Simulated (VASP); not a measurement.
HfN, 2 atoms in the cell. The structure is tetragonal, space group I4/mmm (No. 139). Conventional cell: a = 2.939 Å, b = 2.939 Å, c = 4.518 Å, α = 90.00°, β = 90.00°, γ = 90.00°. Within 2.8 Å of Hf (site symmetry 4/mmm) lie 6 N at 2.08 to 2.26 Å. Within 2.8 Å of N (site symmetry 4/mmm) lie 6 Hf at 2.08 to 2.26 Å.  This cell differs from its parent crystal: strain -0.080 along x and y, +0.000 along z.

- Program: VASP 6.6.1
- Task: single point
- Functional: PBE
- Potentials or basis: VASP PAW PBE potentials, release 64 (Hf_pv, N)
- Cutoff: 520 eV
- k mesh: 18 × 18 × 18
- Occupations: gaussian, width 0.15 eV
- Spin: no spin polarisation
- Dipole correction: no
- Further INCAR settings: ALGO = Normal; EDIFF = 1e-06; NBANDS = 14

Potentials or basis: VASP PAW PBE potentials, release 64 (Hf_pv, N).

The run is started by

```sh
$ cat potpaw_PBE.64/Hf_pv/POTCAR potpaw_PBE.64/N/POTCAR > POTCAR
$ mpirun -np 1 vasp_std > vasp.out
```

Hardware: 1 thread of Intel(R) Xeon(R) Platinum 8488C (Sapphire Rapids), on a shared host.

Question: Estimate the wall time of this run.

Answer: It took 47 s on 1 thread of Intel(R) Xeon(R) Platinum 8488C (Sapphire Rapids) (shared host), peak memory 0.25 GiB. Counts: scf iterations 12, k points 480.
